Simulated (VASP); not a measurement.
# Ba2IrBrO2 (R-3m) in VASP: single point with PBE

Aim: the single point of Ba2IrBrO2 with PBE.

Program: VASP 6.6.1. These are calculated values, not measurements. Logs are shortened: lines on timing, memory, paths and dates and some standing lists are left out, and cuts for length are marked.

**1. The cell of the first run**

The structure is trigonal, space group R-3m (No. 166). The conventional cell has a = 4.255 Å, b = 4.255 Å, c = 29.237 Å, α = 90.00°, β = 90.00°, γ = 120.00°. Within 3.6 Å of Ba (site symmetry 3m) lie 3 O at 2.56 Å and 3 Br at 3.41 Å and 3 Ir at 3.51 Å. Ir (site symmetry -3m) has 2 O at 1.78 Å within 2.4 Å. Br (site symmetry -3m) has 6 Ba at 3.41 Å and 6 O at 3.95 Å and 6 Br at 4.25 Å within 4.5 Å. O (site symmetry 3m) has 1 Ir at 1.78 Å within 2.4 Å.

**2. Single point, PBE**

Input file INCAR:

```
SYSTEM = Ba2IrBrO2
PREC = Accurate ; ENCUT = 520
EDIFF = 1E-7 ; ISMEAR = 0
SIGMA = 0.0226 ; LREAL = .FALSE.
LASPH = .TRUE. ; NELM = 60
ALGO = Normal ; ISIF = 2
LWAVE = .FALSE. ; LCHARG = .FALSE.
GGA = PE ; NBANDS = 33
```

Input file KPOINTS:

```
regular mesh
0
G
  9 9 9
  0 0 0
```

Input file POSCAR:

```
Ba2IrBrO2
1.0
    4.2548650000      0.0000000000      0.0000000000
   -2.1274330000      3.6848260000      0.0000000000
   -2.1274330000      1.2282750000      9.7457980000
Ba Ir Br O
2 1 1 2
Direct
    0.7475000000      0.2525000000      0.2425000000
    0.2525000000      0.7475000000      0.7575000000
    0.5000000000      0.5000000000      0.5000000000
    0.0000000000      0.0000000000      0.0000000000
    0.4390000000      0.5610000000      0.3170000000
    0.5610000000      0.4390000000      0.6830000000
```

Potentials or basis: VASP PAW PBE potentials, release 64 (Ba_sv, Ir, Br, O).

Command:

```
> cat potpaw_PBE.64/Ba_sv/POTCAR potpaw_PBE.64/Ir/POTCAR potpaw_PBE.64/Br/POTCAR potpaw_PBE.64/O/POTCAR > POTCAR
> mpirun -np 1 vasp_std > vasp.out
```

OUTCAR:

```text
SYSTEM = Ba2IrBrO2
   PREC = Accurate
   ENCUT = 520
   EDIFF = 1E-7
   ISMEAR = 0
   LREAL = .FALSE.
   LASPH = .TRUE.
   NELM = 60
   ISIF = 2
   GGA = PE

 ion  position               nearest neighbor table
   1  0.748  0.252  0.242-   5 2.56   5 2.56   5 2.56   4 3.41   4 3.41   4 3.41   3 3.51   3 3.51
                             3 3.51
   2  0.252  0.748  0.758-   6 2.56   6 2.56   6 2.56   4 3.41   4 3.41   4 3.41   3 3.51   3 3.51
                             3 3.51
   3  0.500  0.500  0.500-   5 1.78   6 1.78   2 3.51   1 3.51   2 3.51   1 3.51   2 3.51   1 3.51

   4  0.000  0.000  0.000-   1 3.41   2 3.41   2 3.41   1 3.41   1 3.41   2 3.41
   5  0.439  0.561  0.317-   3 1.78   1 2.56   1 2.56   1 2.56
   6  0.561  0.439  0.683-   3 1.78   2 2.56   2 2.56   2 2.56

  LATTYP: Found a trigonal (rhomboedric) cell.
 ALAT       =    10.0506322837
 COS(alpha) =     0.9103901637

  Lattice vectors:

 A1 = (  -2.1274330000,   1.2282750000,   9.7457980000)
 A2 = (   0.0000000000,  -2.4565510000,   9.7457980000)
 A3 = (   2.1274320000,   1.2282750000,   9.7457980000)

Analysis of symmetry for initial positions (statically):
=====================================================================
 Subroutine PRICEL returns:
 Original cell was already a primitive cell.

 Routine SETGRP: Setting up the symmetry group for a
 trigonal (rhombohedral) supercell.

 Subroutine GETGRP returns: Found 12 space group operations
 (whereof 12 operations were pure point group operations)
 out of a pool of 12 trial point group operations.

The static configuration has the point symmetry D_3d.

Analysis of symmetry for dynamics (positions and initial velocities):
=====================================================================
 Subroutine PRICEL returns:
 Original cell was already a primitive cell.

 Routine SETGRP: Setting up the symmetry group for a
 trigonal (rhombohedral) supercell.

 Subroutine GETGRP returns: Found 12 space group operations
 (whereof 12 operations were pure point group operations)
 out of a pool of 12 trial point group operations.

The dynamic configuration has the point symmetry D_3d.

 Subroutine INISYM returns: Found 12 space group operations
 (whereof 12 operations are pure point group operations),
 and found     1 'primitive' translations

----------------------------------------------------------------------------------------

                                     Primitive cell

  volume of cell :     152.7989

  direct lattice vectors                    reciprocal lattice vectors
     4.254865000  0.000000000  0.000000000     0.235025083  0.135691649  0.034202787
    -2.127433000  3.684826000  0.000000000     0.000000000  0.271383235 -0.034202765
    -2.127433000  1.228275000  9.745798000     0.000000000  0.000000000  0.102608324

  length of vectors
     4.254865000  4.254869425 10.050632284     0.273530335  0.273530052  0.102608324

  position of ions in fractional coordinates (direct lattice)
     0.747500000  0.252500000  0.242500000
     0.252500000  0.747500000  0.757500000
     0.500000000  0.500000000  0.500000000
     0.000000000  0.000000000  0.000000000
     0.439000000  0.561000000  0.317000000
     0.561000000  0.439000000  0.683000000

  ion indices of the primitive-cell ions
   primitive index   ion index
                 1           1
                 2           2
                 3           3
                 4           4
                 5           5
                 6           6

----------------------------------------------------------------------------------------

 KPOINTS: regular mesh

Automatic generation of k-mesh.
 Grid dimensions read from file:
 generate k-points for:    9    9    9

 Generating k-lattice:

  Cartesian coordinates                     Fractional coordinates (reciprocal lattice)
     0.026113898  0.015076850  0.003800310     0.111111111  0.000000000  0.000000000
     0.000000000  0.030153693 -0.003800307     0.000000000  0.111111111  0.000000000
     0.000000000  0.000000000  0.011400925     0.000000000  0.000000000  0.111111111

  Length of vectors
     0.030392259  0.030392228  0.011400925

  Shift w.r.t. Gamma in fractional coordinates (k-lattice)
     0.000000000  0.000000000  0.000000000

 Subroutine IBZKPT returns following result:
 ===========================================

 Found     85 irreducible k-points:

 Following reciprocal coordinates:
            Coordinates               Weight
  0.000000  0.000000  0.000000      1.000000
  0.111111 -0.000000  0.000000      6.000000
  0.222222 -0.000000  0.000000      6.000000
  0.333333  0.000000 -0.000000      6.000000
  0.444444 -0.000000  0.000000      6.000000
  0.111111  0.111111  0.000000      6.000000
[... 16 lines left out ...]
 -0.333333  0.333333  0.000000      6.000000
  0.444444  0.444444 -0.000000      6.000000
 [... further k-points ...]
   k-points           NKPTS =     85   k-points in BZ     NKDIM =     85   number of bands    NBANDS=     33
   number of dos      NEDOS =    301   number of ions     NIONS =      6
   total plane-waves  NPLWV =  81920
   dimension x,y,z NGX =    32 NGY =   32 NGZ =   80
   dimension x,y,z NGXF=    64 NGYF=   64 NGZF=  160
   ions per type =               2   1   1   2
   NGX,Y,Z   is equivalent  to a cutoff of  12.50, 12.50, 13.23 a.u.
   NGXF,Y,Z  is equivalent  to a cutoff of  25.01, 25.01, 26.47 a.u.
 SYSTEM =  Ba2IrBrO2
   PREC   = accura    normal or accurate (medium, high low for compatibility)
   ISTART =      0    job   : 0-new  1-cont  2-samecut
   ICHARG =      2    charge: 1-file 2-atom 10-const
   ISPIN  =      1    spin polarized calculation?
   LNONCOLLINEAR =      F non collinear calculations
   LSORBIT =      F    spin-orbit coupling
   LASPH  =      T    aspherical Exc in radial PAW
   ENCUT  =  520.0 eV  38.22 Ry    6.18 a.u.   7.91  7.91 18.69*2*pi/ulx,y,z
   NELM   =     60;   NELMIN=  2; NELMDL= -5     # of ELM steps
   EDIFF  = 0.1E-06   stopping-criterion for ELM
   LREAL  =      F    real-space projection
   EDIFFG = 0.1E-05   stopping-criterion for IOM
   NSW    =      0    number of steps for IOM
   IBRION =     -1    ionic relax: 0-MD 1-quasi-New 2-CG
   NFREE  =      0    steps in history (QN), initial steepest desc. (CG)
   ISIF   =      2    stress and relaxation
   ISYM   =      2    0-nonsym 1-usesym 2-fastsym
   POTIM  = 0.5000    time-step for ionic-motion
   TEBEG  =    0.0;   TEEND  =   0.0 temperature during run
   PSTRESS=    0.0 pullay stress
   NELECT =      48.0000    total number of electrons
   NUPDOWN=      -1.0000    fix difference up-down
   EMIN   =  10.00;   EMAX   =-10.00  energy-range for DOS
   EFERMI =   0.00;   METHOD = LEGACY
   ISMEAR =     0;   SIGMA  =   0.02  broadening in eV -4-tet -1-fermi 0-gaus
   EFERMI_NEDOS =   21; number of points for ismear=-14 and -15
   IALGO  =     38    algorithm
   IMIX   =      4    mixing-type and parameters
     AMIX     =   0.40;   BMIX     =  1.00
     AMIX_MAG =   1.60;   BMIX_MAG =  1.00
  volume/ion in A,a.u.               =      25.47       171.86
  Fermi-wavevector in a.u.,A,eV,Ry     =   1.112880  2.103039 16.850855  1.238503
  Thomas-Fermi vector in A             =   2.249459
   LORBIT       =      0    0 simple, 1 ext, 2 COOP (PROOUT), +10 PAW based schemes
   GGA     = PE    functional components
   LHFCALC =     F    Hartree Fock is set to
   AEXX    =    0.0000 exact exchange contribution
   IVDW    =     0    specifies the selected vdW correction
   LEPSILON=     F    determine dielectric tensor
   LRPA    =     F    only Hartree local field effects (RPA)
 non-spin polarized calculation
 Gauss-broadening in eV      SIGMA  =   0.02
  energy-cutoff  :      520.00
  volume of cell :      152.80
 maximum number of plane-waves:      4138
   NGX = 15   NGY = 15   NGZ = 37

 number of electron      47.9999996 magnetization

 Free energy of the ion-electron system (eV)
  ---------------------------------------------------
  ext. energy  EPLUGINS =         0.00000000
  ---------------------------------------------------
  free energy    TOTEN  =       -33.46242472 eV

  energy without entropy =      -33.46085300  energy(sigma->0) =      -33.46163886

 E-fermi :   3.6607     XC(G=0):  -9.0063

 val. band max:        3.6585717484   @ k =  -0.2222   0.0000   0.1111
 cond. band min:       3.6627315231   @ k =   0.2222  -0.0000   0.1111
 fundamental gap:      0.0041597747
 Fermi energy:         3.6606595404

 k-point     1 :       0.0000    0.0000    0.0000
  band No.  band energies     occupation
      1     -24.5617      2.00000
      2     -24.5496      2.00000
      3     -16.6822      2.00000
      4     -15.5978      2.00000
      5     -13.2866      2.00000
      6      -9.6782      2.00000
[... 25 lines left out ...]
     32       7.5042      0.00000
     33       7.9410      0.00000

 k-point     2 :       0.1111   -0.0000    0.0000
  band No.  band energies     occupation
      1     -24.5493      2.00000
      2     -24.5383      2.00000
      3     -16.7142      2.00000
      4     -15.6400      2.00000
      5     -13.2710      2.00000
      6      -9.7995      2.00000
[... 25 lines left out ...]
     32       7.4443      0.00000
     33       7.8555      0.00000

 k-point     3 :       0.2222   -0.0000    0.0000
  band No.  band energies     occupation
      1     -24.5177      2.00000
      2     -24.5096      2.00000
      3     -16.7955      2.00000
      4     -15.7463      2.00000
      5     -13.2276      2.00000
      6      -9.8810      2.00000
[... 25 lines left out ...]
     32       7.6006      0.00000
     33       7.9935      0.00000

 k-point     4 :       0.3333    0.0000   -0.0000
  band No.  band energies     occupation
      1     -24.4811      2.00000
      2     -24.4764      2.00000
      3     -16.8889      2.00000
      4     -15.8666      2.00000
      5     -13.1700      2.00000
      6      -9.8991      2.00000
[... 25 lines left out ...]
     32       7.9677      0.00000
     33       8.0450      0.00000

 k-point     5 :       0.4444   -0.0000    0.0000
  band No.  band energies     occupation
      1     -24.4568      2.00000
      2     -24.4545      2.00000
      3     -16.9501      2.00000
      4     -15.9451      2.00000
      5     -13.1267      2.00000
      6      -9.9414      2.00000
[... 604 lines left out ...]
 k-point    22 :      -0.4444    0.3333    0.0000
  band No.  band energies     occupation
      1     -24.4618      2.00000
      2     -24.4604      2.00000
      3     -16.9354      2.00000
      4     -15.9235      2.00000
      5     -13.1448      2.00000
      6      -9.9662      2.00000
[... 25 lines left out ...]
     32       7.5644      0.00000
     33       8.5072      0.00000

 k-point    23 :      -0.3333    0.3333    0.0000
  band No.  band energies     occupation
      1     -24.4803      2.00000
      2     -24.4772      2.00000
      3     -16.8892      2.00000
      4     -15.8657      2.00000
      5     -13.1723      2.00000
      6      -9.9004      2.00000
[... 25 lines left out ...]
     32       7.6851      0.00000
     33       8.0930      0.00000

 k-point    24 :       0.4444    0.4444   -0.0000
  band No.  band energies     occupation
      1     -24.4495      2.00000
      2     -24.4495      2.00000
      3     -16.9661      2.00000
      4     -15.9616      2.00000
      5     -13.1248      2.00000
      6      -9.9932      2.00000
[... 25 lines left out ...]
     32       7.5498      0.00000
     33       8.5991      0.00000

 [... further k-points ...]

------------------------ aborting loop because EDIFF is reached ----------------------------------------

  FORCE on cell =-STRESS in cart. coord.  units (eV):
  Direction    XX          YY          ZZ          XY          YZ          ZX
  --------------------------------------------------------------------------------------
  -------------------------------------------------------------------------------------
  Total        5.0030298      5.0030429     14.0799061     -0.0000007     -0.0000005     -0.0000005
  in kB       52.4594211     52.4595583    147.6352845     -0.0000071     -0.0000050     -0.0000050
  external PRESSURE =      84.1847547 kB  Pullay stress =       0.0000000 kB

 VOLUME and BASIS-vectors are now :
 -----------------------------------------------------------------------------
  energy-cutoff  :      520.00
  volume of cell :      152.80
      direct lattice vectors                 reciprocal lattice vectors
     4.254865000  0.000000000  0.000000000     0.235025083  0.135691649  0.034202787
    -2.127433000  3.684826000  0.000000000     0.000000000  0.271383235 -0.034202765
    -2.127433000  1.228275000  9.745798000     0.000000000  0.000000000  0.102608324

 POSITION                                       TOTAL-FORCE (eV/Angst)
 -----------------------------------------------------------------------------------
      2.12743      1.22828      2.36336        -0.000000     -0.000000      0.536459
     -2.12743      3.68483      7.38244         0.000000      0.000000     -0.536459
     -0.00000      2.45655      4.87290        -0.000000      0.000000      0.000000
      0.00000      0.00000      0.00000        -0.000000      0.000000      0.000000
     -0.00000      2.45655      3.08942         0.000000      0.000000     -4.013132
     -0.00000      2.45655      6.65638        -0.000000     -0.000000      4.013132
 -----------------------------------------------------------------------------------
    total drift:                                0.000000     -0.000000     -0.000000

  FREE ENERGIE OF THE ION-ELECTRON SYSTEM (eV)
  ---------------------------------------------------
  free  energy   TOTEN  =       -33.4624247228 eV

  energy  without entropy=      -33.4608529953  energy(sigma->0) =      -33.46163886
```

It took 8.2 min on 1 thread of Intel Xeon Platinum 8259CL at 2.50GHz (Skylake/Cascade Lake), shared host; peak memory 0.58 GiB.

Results:

| Property | Result |
| --- | --- |
| Free energy | -33.4624 eV |
| Pressure | 8.4 GPa |
| Largest force | 4.013 eV/Å |
| Band gap on the k mesh | zero (bands 24 and 25 overlap by 0.25 eV) |

Forces on the atoms (eV/Å):
```
Ba   0.000  0.000  0.536
Ba   0.000  0.000 -0.536
Ir   0.000  0.000  0.000
Br   0.000  0.000  0.000
O    0.000  0.000 -4.013
O    0.000  0.000  4.013
```

Caveat: the cell stands under pressure; spin-orbit coupling is left out, which moves the levels of the heavy elements; forces of over 1 eV/Å act on the atoms, so gaps and moduli don't describe the material at rest.
